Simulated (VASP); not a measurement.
Here is a VASP 6.6.1 calculation.

The input INCAR:

```
SYSTEM = RbBr
PREC     = Accurate       ! precision mode
ENCUT    = 520            ! plane-wave cutoff, eV
EDIFF    = 1E-7           ! SCF threshold, eV
ISMEAR   = 0              ! smearing method
SIGMA    = 0.05           ! smearing width, eV
LREAL    = .False.        ! projectors in reciprocal space
LASPH    = .True.         ! aspherical terms in the spheres
NELM     = 80             ! most SCF steps
ALGO     = Normal         ! electronic algorithm
ISIF     = 2              ! what is computed and relaxed
LWAVE    = .False.        ! write WAVECAR
LCHARG   = .False.        ! write CHGCAR
GGA      = PS             ! functional
NBANDS   = 15             ! bands
```

The input KPOINTS:

```
regular mesh
0
Gamma
  6 6 6
  0 0 0
```

The input POSCAR:

```
RbBr
1.0
    4.0160356082      0.0000000000      0.0000000000
    0.0000000000      4.0160356082      0.0000000000
    0.0000000000      0.0000000000      4.0701688540
Rb Br
1 1
Direct
   -0.0595372219      0.0000000000      0.0000000000
    0.5636828616      0.5000000000      0.5000000000
```

Potentials or basis: VASP PAW PBE potentials, release 64 (Rb_sv, Br).

Launch:

```bash
$ cat potpaw_PBE.64/Rb_sv/POTCAR potpaw_PBE.64/Br/POTCAR > POTCAR
$ mpirun -np 1 vasp_std > vasp.out
```

(1) Predict the band gap on the k mesh.

(2) Predict the largest force.

Results:

(1) 4.16 eV, indirect (least direct gap 4.30 eV).

(2) 0.525 eV/Å.

Caveat: the PAW data sets were made with another functional, which shifts forces and pressure a little.
